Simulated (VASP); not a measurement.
# Ca in VASP: a series of runs

Runs on Ca. Level: PBE. Tasks: single point.

All numbers are computed with VASP 6.6.1; they aren't measurements. Logs are shortened: lines on timing, memory, paths and dates and some standing lists are left out, and cuts for length are marked.

## (1) The cell of the first run

The typed cell holds 1 atom: a = 3.903 Å, b = 3.903 Å, c = 3.903 Å, α = 119.87°, β = 119.88°, γ = 90.21°.

## (2) Single point, PBE

File INCAR:

```
  PREC = Accurate
  ENCUT = 520
  EDIFF = 1E-7
  ISMEAR = 0
  SIGMA = 0.1
  LREAL = F
  LASPH = T
  NELM = 100
  ALGO = Fast
  ISIF = 2
  LWAVE = F
  LCHARG = F
  GGA = PE
  NBANDS = 11
```

File KPOINTS:

```
Automatic mesh
0
Gamma
  14 14 14
```

File POSCAR:

```
Ca
1.0
   -1.9553871306      1.9550455323      2.7550025137
    1.9553871306     -1.9550455323      2.7550025137
    1.9553871306      1.9550455323     -2.7550025137
Ca
1
Direct
    0.5000000000      0.5000000000      0.0000000000
```

Potentials or basis: VASP PAW PBE potentials, release 64 (Ca_sv).

Launch:

```bash
> cat potpaw_PBE.64/Ca_sv/POTCAR > POTCAR
> mpirun -np 1 vasp_std > vasp.out
```

OUTCAR:

```text
PREC = Accurate
   ENCUT = 520
   EDIFF = 1E-7
   ISMEAR = 0
   LREAL = F
   LASPH = T
   NELM = 100
   ISIF = 2
   GGA = PE

 ion  position               nearest neighbor table
   1  0.500  0.500  0.000-

  LATTYP: Found a body centered orthorhombic cell.
 ALAT       =     3.9100910646
 B/A-ratio  =     1.0001747265
 C/A-ratio  =     1.4091756270

  Lattice vectors:

 A1 = (   1.9553871306,  -1.9550455323,  -2.7550025137)
 A2 = (  -1.9553871306,   1.9550455323,  -2.7550025137)
 A3 = (   1.9553871306,   1.9550455323,   2.7550025137)

Analysis of symmetry for initial positions (statically):
=====================================================================
 Subroutine PRICEL returns:
 Original cell was already a primitive cell.

 Routine SETGRP: Setting up the symmetry group for a
 body centered orthorhombic supercell.

 Subroutine GETGRP returns: Found  8 space group operations
 (whereof  8 operations were pure point group operations)
 out of a pool of  8 trial point group operations.

The static configuration has the point symmetry D_2h.

Analysis of symmetry for dynamics (positions and initial velocities):
=====================================================================
 Subroutine PRICEL returns:
 Original cell was already a primitive cell.

 Routine SETGRP: Setting up the symmetry group for a
 body centered orthorhombic supercell.

 Subroutine GETGRP returns: Found  8 space group operations
 (whereof  8 operations were pure point group operations)
 out of a pool of  8 trial point group operations.

The dynamic configuration has the point symmetry D_2h.

 Subroutine INISYM returns: Found  8 space group operations
 (whereof  8 operations are pure point group operations),
 and found     1 'primitive' translations

----------------------------------------------------------------------------------------

                                     Primitive cell

  volume of cell :      42.1281

  direct lattice vectors                    reciprocal lattice vectors
    -1.955387131  1.955045532  2.755002514     0.000000000  0.255748519  0.181488038
     1.955387131 -1.955045532  2.755002514     0.255703841  0.000000000  0.181488038
     1.955387131  1.955045532 -2.755002514     0.255703841  0.255748519  0.000000000

  length of vectors
     3.903303820  3.903303820  3.903303820     0.313600403  0.313563968  0.361651434

  position of ions in fractional coordinates (direct lattice)
[... 83 lines left out ...]
   ISIF   =      2    stress and relaxation
   ISYM   =      2    0-nonsym 1-usesym 2-fastsym
   POTIM  = 0.5000    time-step for ionic-motion
   TEBEG  =    0.0;   TEEND  =   0.0 temperature during run
   PSTRESS=    0.0 pullay stress
   NELECT =      10.0000    total number of electrons
   NUPDOWN=      -1.0000    fix difference up-down
   EMIN   =  10.00;   EMAX   =-10.00  energy-range for DOS
   EFERMI =   0.00;   METHOD = LEGACY
   ISMEAR =     0;   SIGMA  =   0.10  broadening in eV -4-tet -1-fermi 0-gaus
   EFERMI_NEDOS =   21; number of points for ismear=-14 and -15
   IALGO  =     68    algorithm
   IMIX   =      4    mixing-type and parameters
     AMIX     =   0.40;   BMIX     =  1.00
     AMIX_MAG =   1.60;   BMIX_MAG =  1.00
  volume/ion in A,a.u.               =      42.13       284.29
  Fermi-wavevector in a.u.,A,eV,Ry     =   1.013641  1.915504 13.979560  1.027469
  Thomas-Fermi vector in A             =   2.146822
   LORBIT       =      0    0 simple, 1 ext, 2 COOP (PROOUT), +10 PAW based schemes
   GGA     = PE    functional components
   LHFCALC =     F    Hartree Fock is set to
   AEXX    =    0.0000 exact exchange contribution
   IVDW    =     0    specifies the selected vdW correction
   LEPSILON=     F    determine dielectric tensor
   LRPA    =     F    only Hartree local field effects (RPA)
 non-spin polarized calculation
 RMM-DIIS sequential band-by-band and
 Gauss-broadening in eV      SIGMA  =   0.10
  energy-cutoff  :      520.00
  volume of cell :       42.13
 maximum number of plane-waves:      1158
 NGX is ok and might be reduce to    30
   NGX = 15   NGY = 15   NGZ = 15

 number of electron      10.0000001 magnetization

 Free energy of the ion-electron system (eV)
  ---------------------------------------------------
  ext. energy  EPLUGINS =         0.00000000
  ---------------------------------------------------
  free energy    TOTEN  =        -1.93324526 eV

  energy without entropy =       -1.92622963  energy(sigma->0) =       -1.92973745

 E-fermi :   1.9596     XC(G=0):  -7.7411

 val. band max:        1.9493374637   @ k =   0.5000  -0.2143   0.0714
 cond. band min:       1.9844392327   @ k =  -0.3571   0.3571   0.3571
 fundamental gap:      0.0351017689
 Fermi energy:         1.9595657683

 k-point     1 :       0.0000    0.0000    0.0000
  band No.  band energies     occupation
      1     -40.0483      2.00000
      2     -20.9651      2.00000
      3     -20.9651      2.00000
      4     -20.9647      2.00000
      5      -2.0622      2.00000
      6       4.2995      0.00000
      7       4.3006      0.00000
      8       4.3163      0.00000
      9       5.3665      0.00000
     10       5.3877      0.00000
     11      11.0924      0.00000
[... 309 lines left out ...]
 k-point    24 :       0.0714    0.1429    0.0000
  band No.  band energies     occupation
      1     -40.0443      2.00000
      2     -21.0027      2.00000
      3     -20.9754      2.00000
      4     -20.9685      2.00000
      5      -1.5190      2.00000
      6       3.7975      0.00000
      7       4.3965      0.00000
      8       4.5073      0.00000
      9       5.1222      0.00000
     10       5.4183      0.00000
     11      10.7081      0.00000

 [... further k-points ...]

------------------------ aborting loop because EDIFF is reached ----------------------------------------

  FORCE on cell =-STRESS in cart. coord.  units (eV):
  Direction    XX          YY          ZZ          XY          YZ          ZX
  --------------------------------------------------------------------------------------
  -------------------------------------------------------------------------------------
  Total        0.0060201      0.0073933      0.0145295      0.0000000      0.0000000      0.0000000
  in kB        0.2289511      0.2811740      0.5525720      0.0000000      0.0000000      0.0000000
  external PRESSURE =       0.3542324 kB  Pullay stress =       0.0000000 kB

 VOLUME and BASIS-vectors are now :
 -----------------------------------------------------------------------------
  energy-cutoff  :      520.00
  volume of cell :       42.13
      direct lattice vectors                 reciprocal lattice vectors
    -1.955387131  1.955045532  2.755002514     0.000000000  0.255748519  0.181488038
     1.955387131 -1.955045532  2.755002514     0.255703841  0.000000000  0.181488038
     1.955387131  1.955045532 -2.755002514     0.255703841  0.255748519  0.000000000

 POSITION                                       TOTAL-FORCE (eV/Angst)
 -----------------------------------------------------------------------------------
      0.00000      0.00000      2.75500         0.000000      0.000000     -0.000000
 -----------------------------------------------------------------------------------
    total drift:                                0.000000     -0.000000      0.000000

  FREE ENERGIE OF THE ION-ELECTRON SYSTEM (eV)
  ---------------------------------------------------
  free  energy   TOTEN  =        -1.9332452644 eV

  energy  without entropy=       -1.9262296317  energy(sigma->0) =       -1.92973745
```

OSZICAR:

```text
N       E                     dE             d eps       ncg     rms          rms(c)
DAV:   1     0.713357569518E+02    0.71336E+02   -0.53165E+03  9424   0.807E+02
DAV:   2     0.140210801395E+01   -0.69934E+02   -0.69308E+02 10292   0.221E+02
DAV:   3    -0.177618543845E+01   -0.31783E+01   -0.31507E+01 16657   0.398E+01
DAV:   4    -0.194241129797E+01   -0.16623E+00   -0.16583E+00 11996   0.517E+00
DAV:   5    -0.194369307399E+01   -0.12818E-02   -0.12816E-02 13464   0.594E-01    0.220E+00
RMM:   6    -0.193576198101E+01    0.79311E-02   -0.89438E-03 10058   0.106E+00    0.136E+00
RMM:   7    -0.193344489970E+01    0.23171E-02   -0.20604E-02 10917   0.181E+00    0.112E-01
RMM:   8    -0.193309665679E+01    0.34824E-03   -0.48440E-03 11086   0.833E-01    0.283E-02
RMM:   9    -0.193320617417E+01   -0.10952E-03   -0.13004E-03 13635   0.397E-01    0.256E-02
RMM:  10    -0.193323705659E+01   -0.30882E-04   -0.22764E-04 14460   0.144E-01    0.113E-02
RMM:  11    -0.193324412609E+01   -0.70695E-05   -0.67178E-05 15025   0.615E-02    0.146E-02
RMM:  12    -0.193324677298E+01   -0.26469E-05   -0.86854E-06 13482   0.303E-02    0.140E-02
RMM:  13    -0.193324460919E+01    0.21638E-05   -0.61201E-06 13919   0.172E-02    0.194E-03
RMM:  14    -0.193324496890E+01   -0.35972E-06   -0.13124E-06 13733   0.731E-03    0.121E-03
RMM:  15    -0.193324539972E+01   -0.43082E-06   -0.32793E-07 11591   0.326E-03    0.195E-03
RMM:  16    -0.193324523237E+01    0.16735E-06   -0.20893E-07  9725   0.288E-03    0.458E-04
RMM:  17    -0.193324526444E+01   -0.32070E-07   -0.37048E-08  8647   0.154E-03
   1 F= -.19332453E+01 E0= -.19297374E+01  d E =-.701563E-02
```

Run time: 8.5 min. Hardware: 1 thread of Intel Xeon 8259CL, shared host; peak memory 0.32 GiB.

What came out:

- Free energy: -1.9332 eV
- Pressure: 0.0 GPa
- Band gap on the k mesh: zero (bands 5 and 6 overlap by 0.31 eV)

Levels at points of the mesh, in eV from the Fermi level:
```csv
k point,band 1,band 2,band 3,band 4,band 5,band 6,band 7,band 8,band 9,band 10
"(0.00, 0.00, 0.00)",-42.01,-22.92,-22.92,-22.92,-4.02,2.34,2.34,2.36,3.41,3.43
"(0.50, 0.00, 0.00)",-41.99,-23.06,-22.94,-22.94,-0.98,-0.15,2.22,2.24,4.10,4.11
"(0.00, 0.50, 0.00)",-41.99,-23.06,-22.94,-22.94,-0.98,-0.15,2.22,2.24,4.10,4.11
"(0.50, 0.50, 0.00)",-41.99,-23.06,-22.98,-22.97,-0.45,0.59,0.96,4.10,4.28,4.29
"(0.50, 0.50, 0.50)",-41.99,-23.06,-22.98,-22.98,-0.44,0.58,1.00,4.10,4.29,4.29
```

## (3) Single point, PBE

File INCAR:

```
SYSTEM = Ca
ALGO = Fast
EDIFF = 1E-7
ENCUT = 520
GGA = PE
ISIF = 2
ISMEAR = 0
LASPH = .True.
LCHARG = .False.
LREAL = .False.
LWAVE = .False.
NBANDS = 11
NELM = 60
PREC = Accurate
SIGMA = 0.1
```

File KPOINTS:

```
k-points
0
Gamma
  20 20 20
  0 0 0
```

File POSCAR:

```
Ca
1.0
   -1.9565755896      1.9565755896      2.7530317586
    1.9565755896     -1.9565755896      2.7530317586
    1.9565755896      1.9565755896     -2.7530317586
Ca
1
Direct
    0.5000000000      0.5000000000      0.0000000000
```

Potentials or basis: VASP PAW PBE potentials, release 64 (Ca_sv).

Launch:

```bash
> cat potpaw_PBE.64/Ca_sv/POTCAR > POTCAR
> mpirun -np 1 vasp_std > vasp.out
```

It took 2.9 min on 1 thread of Intel Xeon 6975P-C (Granite Rapids), shared host; peak memory 0.4 GiB.

It converged, with:

```
Free energy            : -1.9328 eV
Pressure               : 0.0 GPa
Band gap on the k mesh : zero (bands 5 and 6 overlap by 0.36 eV)
```

Levels at points of the mesh, in eV from the Fermi level:
| k point | band 2 | band 3 | band 4 | band 5 | band 6 | band 7 | band 8 | band 9 |
| --- | --- | --- | --- | --- | --- | --- | --- | --- |
| (0.00, 0.00, 0.00) | -22.93 | -22.93 | -22.93 | -4.03 | 2.33 | 2.33 | 2.35 | 3.40 |
| (0.50, 0.00, 0.00) | -23.07 | -22.95 | -22.95 | -0.99 | -0.16 | 2.21 | 2.24 | 4.09 |
| (0.50, 0.50, 0.00) | -23.06 | -22.98 | -22.98 | -0.46 | 0.58 | 0.95 | 4.09 | 4.27 |
| (0.50, 0.50, 0.50) | -23.06 | -22.98 | -22.98 | -0.45 | 0.57 | 1.00 | 4.09 | 4.28 |

The gap in the log of VASP goes by the Fermi energy; the results here count the filled bands.